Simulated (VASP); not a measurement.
# Ta6N5 (a cell with a defect) (vacancy hop of N) in VASP: notebook

Ta6N5 (a cell with a defect) (vacancy hop of N) is run at these levels: PBEsol; tasks: single point.

Program: VASP 6.6.1. These are calculated values, not measurements. Logs are shortened: lines on timing, memory, paths and dates and some standing lists are left out, and cuts for length are marked.

### 1 The cell of the first run

The cell holds a defect, 11 atoms: a = 5.178 Å, b = 5.178 Å, c = 5.792 Å, α = 90.00°, β = 90.00°, γ = 120.00°.

### 2 Single point, PBEsol

Input file INCAR:

```
PREC = Accurate
ENCUT = 520
EDIFF = 1E-6
ISMEAR = 1
SIGMA = 0.1
LREAL = False
LASPH = True
NELM = 60
ALGO = Normal
ISIF = 2
LWAVE = False
LCHARG = False
GGA = PS
NBANDS = 56
```

Input file KPOINTS:

```
regular mesh
0
Gamma
  4 4 3
```

Input file POSCAR:

```
Ta6N5
1.0
    5.1783381800     -0.0000000300      0.0000000000
   -2.5891690600      4.4845724300      0.0000000000
    0.0000000000      0.0000000000      5.7917586600
Ta N
6 5
Direct
   -0.0069565339     -0.0143630193     -0.0015499610
    0.3262087885      0.6492362550      0.2432793013
    0.6573544782      0.3202285262      0.2493931610
   -0.0310252599      0.0042066439      0.4989724486
    0.3280457494      0.6499292977      0.7532869127
    0.6575281323      0.3209960464      0.7476993180
    0.3883192778     -0.0171670744     -0.0016943040
    0.5921228845      0.5878397682     -0.0009176833
   -0.0164983812      0.3777998964     -0.0017930650
    0.5351241589     -0.0359131191      0.4978527541
    0.0017274771      0.4283750636      0.4988647093
```

Potentials or basis: VASP PAW PBE potentials, release 64 (Ta_pv, N).

On the command line:

```bash
$ cat potpaw_PBE.64/Ta_pv/POTCAR potpaw_PBE.64/N/POTCAR > POTCAR
$ mpirun -np 1 vasp_std > vasp.out
```

OUTCAR:

```text
PREC = Accurate
   ENCUT = 520
   EDIFF = 1E-6
   ISMEAR = 1
   LREAL = False
   LASPH = True
   NELM = 60
   ISIF = 2
   GGA = PS

 ion  position               nearest neighbor table
   1  0.993  0.986  0.998-   7 2.05   9 2.06   8 2.07   4 2.90   4 2.91   2 3.30   5 3.30   5 3.30
                             2 3.31   3 3.31   6 3.32   6 3.32   3 3.32   2 3.32   5 3.33   3 3.34
   2  0.326  0.649  0.243-  10 2.06  11 2.10   8 2.11   7 2.13   9 2.16   5 2.84   5 2.95   3 2.96
                             3 3.00   3 3.01   4 3.25   4 3.25   1 3.30   1 3.31   1 3.32   4 3.52
   3  0.657  0.320  0.249-   9 2.13  11 2.14   8 2.15   7 2.16  10 2.17   6 2.89   6 2.91   2 2.96
                             2 3.00   2 3.01   4 3.16   1 3.31   1 3.32   1 3.34   4 3.39   4 3.41
   4  0.969  0.004  0.499-  11 2.12  10 2.15   1 2.90   1 2.91   3 3.16   6 3.16   5 3.23   2 3.25
                             5 3.25   2 3.25   6 3.39   3 3.39   6 3.41   3 3.41   2 3.52   5 3.52
   5  0.328  0.650  0.753-  10 2.06  11 2.10   8 2.11   7 2.13   9 2.16   2 2.84   6 2.95   2 2.95
                             6 3.01   6 3.01   4 3.23   4 3.25   1 3.30   1 3.30   1 3.33   4 3.52
   6  0.658  0.321  0.748-   9 2.13  11 2.14   8 2.15   7 2.16  10 2.18   3 2.89   3 2.91   5 2.95
                             5 3.01   5 3.01   4 3.16   1 3.32   1 3.32   1 3.34   4 3.39   4 3.41
   7  0.388  0.983  0.998-   1 2.05   5 2.13   2 2.13   3 2.16   6 2.16
   8  0.592  0.588  0.999-   1 2.07   2 2.11   5 2.11   3 2.15   6 2.15
   9  0.984  0.378  0.998-   1 2.06   6 2.13   3 2.13   2 2.16   5 2.16
  10  0.535  0.964  0.498-   2 2.06   5 2.06   4 2.15   3 2.17   6 2.18
  11  0.002  0.428  0.499-   2 2.10   5 2.10   4 2.12   6 2.14   3 2.14

  LATTYP: Found a hexagonal cell.
 ALAT       =     5.1783381800
 C/A-ratio  =     1.1184589455

  Lattice vectors:

 A1 = (   5.1783381800,  -0.0000000300,   0.0000000000)
 A2 = (  -2.5891690600,   4.4845724300,   0.0000000000)
 A3 = (   0.0000000000,   0.0000000000,   5.7917586600)

Analysis of symmetry for initial positions (statically):
=====================================================================
 Subroutine PRICEL returns:
 Original cell was already a primitive cell.

 Routine SETGRP: Setting up the symmetry group for a
 hexagonal supercell.

 Subroutine GETGRP returns: Found  1 space group operations
 (whereof  1 operations were pure point group operations)
 out of a pool of 24 trial point group operations.

The static configuration has the point symmetry C_1 .

Analysis of symmetry for dynamics (positions and initial velocities):
=====================================================================
 Subroutine PRICEL returns:
[... 137 lines left out ...]
   PSTRESS=    0.0 pullay stress
   NELECT =      91.0000    total number of electrons
   NUPDOWN=      -1.0000    fix difference up-down
   EMIN   =  10.00;   EMAX   =-10.00  energy-range for DOS
   EFERMI =   0.00;   METHOD = LEGACY
   ISMEAR =     1;   SIGMA  =   0.10  broadening in eV -4-tet -1-fermi 0-gaus
   EFERMI_NEDOS =   21; number of points for ismear=-14 and -15
   IALGO  =     38    algorithm
   IMIX   =      4    mixing-type and parameters
     AMIX     =   0.40;   BMIX     =  1.00
     AMIX_MAG =   1.60;   BMIX_MAG =  1.00
  volume/ion in A,a.u.               =      12.23        82.51
  Fermi-wavevector in a.u.,A,eV,Ry     =   1.437192  2.715898 28.103100  2.065520
  Thomas-Fermi vector in A             =   2.556296
   LORBIT       =      0    0 simple, 1 ext, 2 COOP (PROOUT), +10 PAW based schemes
   GGA     = PS    functional components
   LHFCALC =     F    Hartree Fock is set to
   AEXX    =    0.0000 exact exchange contribution
   IVDW    =     0    specifies the selected vdW correction
   LEPSILON=     F    determine dielectric tensor
   LRPA    =     F    only Hartree local field effects (RPA)
 non-spin polarized calculation
 Methfessel and Paxton  Order N= 1 SIGMA  =   0.10
  energy-cutoff  :      520.00
  volume of cell :      134.50
 maximum number of plane-waves:      3657
 NGX is ok and might be reduce to    40
   NGX = 19   NGY = 19   NGZ = 21

 number of electron      91.0000000 magnetization

 Free energy of the ion-electron system (eV)
  ---------------------------------------------------
  ext. energy  EPLUGINS =         0.00000000
  ---------------------------------------------------
  free energy    TOTEN  =      -129.18997650 eV

  energy without entropy =     -129.18944084  energy(sigma->0) =     -129.18979795

 E-fermi :   7.4993     XC(G=0): -12.9478

 val. band max:        7.4910962574   @ k =   0.2500   0.0000   0.3333
 cond. band min:       7.5057316611   @ k =  -0.2500   0.5000   0.0000
 fundamental gap:      0.0146354038
 Fermi energy:         7.4993321573

 k-point     1 :       0.0000    0.0000    0.0000
  band No.  band energies     occupation
      1     -28.6376      2.00000
      2     -28.4073      2.00000
      3     -28.3291      2.00000
      4     -28.1653      2.00000
      5     -28.1588      2.00000
      6     -28.0642      2.00000
[... 1405 lines left out ...]
     55      10.3179      0.00000
     56      10.5381      0.00000

 [... further k-points ...]
[... 5 lines left out ...]
  --------------------------------------------------------------------------------------
  -------------------------------------------------------------------------------------
  Total       -6.1167593     -2.9830795      6.4509837      2.6896244      0.0048300      0.0474169
  in kB      -72.8635058    -35.5347700     76.8448242     32.0391008      0.0575349      0.5648349
  external PRESSURE =     -10.5178172 kB  Pullay stress =       0.0000000 kB

 VOLUME and BASIS-vectors are now :
 -----------------------------------------------------------------------------
  energy-cutoff  :      520.00
  volume of cell :      134.50
      direct lattice vectors                 reciprocal lattice vectors
     5.178338180 -0.000000030  0.000000000     0.193112147  0.111493348  0.000000000
    -2.589169060  4.484572430  0.000000000     0.000000001  0.222986699  0.000000000
     0.000000000  0.000000000  5.791758660     0.000000000  0.000000000  0.172659128

 POSITION                                       TOTAL-FORCE (eV/Angst)
 -----------------------------------------------------------------------------------
      2.59033      4.42016      5.78278         0.025904     -0.102249      0.009978
      0.00824      2.91155      1.40902         0.501084     -0.120458      0.032302
      2.57488      1.43609      1.44442         0.257115      0.013009      0.072430
      5.00679      0.01886      2.88993        -0.612776     -0.584862     -0.021374
      0.01596      2.91466      4.36286         0.445135     -0.129733     -0.019666
      2.57379      1.43953      4.33049         0.252853     -0.007124     -0.097928
     -0.53387      4.40759      5.78195         0.052785     -0.106601     -0.000463
      1.54420      2.63621      5.78644         0.197615     -0.203652     -0.024001
      4.11472      1.69427      5.78137         0.162061      0.150820      0.003584
      0.27487      4.32352      2.88344        -1.667046      1.207471      0.058387
     -1.10019      1.92108      2.88930         0.385271     -0.116619     -0.013249
 -----------------------------------------------------------------------------------
    total drift:                               -0.000146      0.000211     -0.000330

  FREE ENERGIE OF THE ION-ELECTRON SYSTEM (eV)
  ---------------------------------------------------
  free  energy   TOTEN  =      -129.1899764986 eV

  energy  without entropy=     -129.1894408420  energy(sigma->0) =     -129.18979795
```

stdout:

```text
POSCAR found type information on POSCAR TaN
 POSCAR found :  2 types and      11 ions
 scaLAPACK will be used
 -----------------------------------------------------------------------------
|                                                                             |
|                                                                             |
|     You enforced a specific xc type in the INCAR file but a different       |
|     I HOPE YOU KNOW WHAT YOU ARE DOING!                                     |
|                                                                             |
 -----------------------------------------------------------------------------

 LDA part: xc-table for (Slater+PW92), standard interpolation
 POSCAR, INCAR and KPOINTS ok, starting setup
 FFT: planning ... GRIDC
 FFT: planning ... GRID_SOFT
 FFT: planning ... GRID
 WAVECAR not read
 entering main loop
```

Run time: 1.8 min. Hardware: 1 thread of Intel Xeon 6975P-C (Granite Rapids), shared host; peak memory 0.32 GiB.

Results:

```yaml
Free_energy: -129.1900 eV
Pressure: -1.1 GPa
Largest_force: 2.059 eV/Å
```

Forces on the atoms (eV/Å):
```
Ta   0.026 -0.102  0.010
Ta   0.501 -0.120  0.032
Ta   0.257  0.013  0.072
Ta  -0.613 -0.585 -0.021
Ta   0.445 -0.130 -0.020
Ta   0.253 -0.007 -0.098
N    0.053 -0.107  0.000
N    0.198 -0.204 -0.024
N    0.162  0.151  0.004
N   -1.667  1.207  0.058
N    0.385 -0.117 -0.013
```

Stress tensor (GPa, compression positive):
```
-7.29  3.20  0.06
 3.20 -3.55  0.01
 0.06  0.01  7.68
```

Caveat: the k points lie up to 0.36 Å⁻¹ apart; the PAW data sets were made with another functional, which shifts forces and pressure a little; spin-orbit coupling is left out, which moves the levels of the heavy elements.

### 3 Single point, PBEsol

Input file INCAR:

```
SYSTEM = Ta6N5
PREC = Accurate
ENCUT = 520
EDIFF = 1E-7
ISMEAR = 1
SIGMA = 0.1
LREAL = .FALSE.
LASPH = .TRUE.
NELM = 100
ALGO = Normal
ISIF = 2
LWAVE = .FALSE.
LCHARG = .FALSE.
GGA = PS
NBANDS = 56
```

Input file KPOINTS:

```
Automatic mesh
0
G
  4 4 3
  0 0 0
```

Input file POSCAR:

```
Ta6N5
1.0
    5.1783381800     -0.0000000300      0.0000000000
   -2.5891690600      4.4845724300      0.0000000000
    0.0000000000      0.0000000000      5.7917586600
Ta N
6 5
Direct
   -0.0023100461     -0.0166675868     -0.0019862706
    0.3009278460      0.6479511825      0.2424034015
    0.6416993601      0.3108550572      0.2462395420
    0.0371321078      0.0376412699      0.4998303918
    0.3069916183      0.6494942505      0.7534148531
    0.6428996446      0.3135143966      0.7525834994
    0.3933459239     -0.0178195334     -0.0016371539
    0.5924449982      0.5940104791      0.0005431856
   -0.0302563109      0.3567691288     -0.0019008043
    0.6046654736     -0.1362656065      0.4942414158
   -0.0168217764      0.4271907811      0.4996480637
```

Potentials or basis: VASP PAW PBE potentials, release 64 (Ta_pv, N).

On the command line:

```bash
$ cat potpaw_PBE.64/Ta_pv/POTCAR potpaw_PBE.64/N/POTCAR > POTCAR
$ mpirun -np 1 vasp_std > vasp.out
```

Run time: 2.1 min. Hardware: 1 thread of Intel Xeon 6975P-C (Granite Rapids), shared host; peak memory 0.33 GiB.

The run converged. Its results:

```
Free energy   : -127.2201 eV
Pressure      : 4.0 GPa
Largest force : 0.105 eV/Å
```

Forces on the atoms (eV/Å):
```
Ta  -0.002 -0.010  0.004
Ta  -0.002 -0.008  0.017
Ta  -0.032  0.015  0.032
Ta   0.104  0.015  0.005
Ta  -0.006 -0.017  0.008
Ta  -0.030  0.013 -0.033
N    0.021  0.007  0.000
N    0.007 -0.022 -0.001
N   -0.030  0.001 -0.005
N   -0.018  0.012 -0.025
N   -0.010 -0.005 -0.001
```

Stress tensor (GPa, compression positive):
```
-0.47  5.21  0.40
 5.21 -0.41  0.57
 0.40  0.57 12.77
```

Levels at points of the mesh, in eV from the Fermi level:
| k point | band 44 | band 45 | band 46 | band 47 | band 48 | band 49 |
| --- | --- | --- | --- | --- | --- | --- |
| (0.00, 0.00, 0.00) | -0.88 | 0.12 | 0.34 | 0.75 | 1.00 | 1.17 |
| (0.50, 0.00, 0.00) | -1.19 | -0.27 | -0.13 | 0.10 | 0.70 | 1.01 |
| (0.00, 0.50, 0.00) | -1.06 | -0.79 | -0.07 | 0.48 | 1.11 | 1.22 |
| (0.50, 0.50, 0.00) | -0.58 | -0.50 | 0.10 | 0.39 | 1.05 | 1.13 |

Caveat: the k points lie up to 0.36 Å⁻¹ apart; the PAW data sets were made with another functional, which shifts forces and pressure a little; spin-orbit coupling is left out, which moves the levels of the heavy elements.

### 4 Single point, PBEsol

Input file INCAR:

```
SYSTEM = Ta6N5
  PREC = Accurate
  ENCUT = 520
  EDIFF = 1E-7
  ISMEAR = 1
  SIGMA = 0.1
  LREAL = .False.
  LASPH = .True.
  NELM = 60
  ALGO = Normal
  ISIF = 2
  LWAVE = .False.
  LCHARG = .False.
  GGA = PS
  NBANDS = 56
```

Input file KPOINTS:

```
regular mesh
0
Gamma
  4 4 3
  0 0 0
```

Input file POSCAR:

```
Ta6N5
1.0
    5.1783381800     -0.0000000300      0.0000000000
   -2.5891690600      4.4845724300      0.0000000000
    0.0000000000      0.0000000000      5.7917586600
Ta N
6 5
Direct
   -0.0010663856     -0.0146306033     -0.0017972089
    0.3090745921      0.6579044168      0.2426131824
    0.6493864837      0.3235971862      0.2467830730
    0.0300852603      0.0246730324      0.4990520444
    0.3118982663      0.6588166554      0.7537304740
    0.6501365450      0.3240355780      0.7512379668
    0.3930746167     -0.0139433556     -0.0014865951
    0.5969492461      0.5978547698     -0.0006562773
   -0.0206919652      0.3651175279     -0.0016223052
    0.6068158522     -0.2689504965      0.4964549058
   -0.0161757167      0.4077044196      0.4990579148
```

On the command line:

```bash
$ cat potpaw_PBE.64/Ta_pv/POTCAR potpaw_PBE.64/N/POTCAR > POTCAR
$ mpirun -np 1 vasp_std > vasp.out
```

Run time: 2.1 min. Hardware: 1 thread of Intel Xeon 6975P-C (Granite Rapids), shared host; peak memory 0.33 GiB.

It converged, with:

```yaml
Free_energy: -128.7901 eV
Pressure: 1.0 GPa
Largest_force: 3.610 eV/Å
```

Forces on the atoms (eV/Å):
```
Ta  -0.239  0.284  0.006
Ta  -0.174  0.492  0.006
Ta  -0.228  0.559  0.059
Ta  -0.178 -0.050 -0.026
Ta  -0.259  0.477  0.011
Ta  -0.207  0.503 -0.082
N   -0.287  0.352  0.006
N   -0.172  0.333 -0.039
N   -0.094  0.455  0.009
N    1.781 -3.139  0.068
N    0.058 -0.268 -0.018
```

Stress tensor (GPa, compression positive):
```
-3.38  1.86  0.17
 1.86 -4.61  0.11
 0.17  0.11 10.97
```

Levels at points of the mesh, in eV from the Fermi level:
```
           k point  band 44  band 45  band 46  band 47  band 48  band 49
(0.00, 0.00, 0.00)    -1.19     0.09     0.50     0.98     1.01     1.10
(0.50, 0.00, 0.00)    -1.65    -0.61    -0.18     0.81     0.88     0.91
(0.00, 0.50, 0.00)    -1.30    -0.79    -0.03     0.44     1.12     1.54
(0.50, 0.50, 0.00)    -1.67    -0.93     0.30     0.53     0.99     1.46
```

Caveat: the k points lie up to 0.36 Å⁻¹ apart; the PAW data sets were made with another functional, which shifts forces and pressure a little; spin-orbit coupling is left out, which moves the levels of the heavy elements.
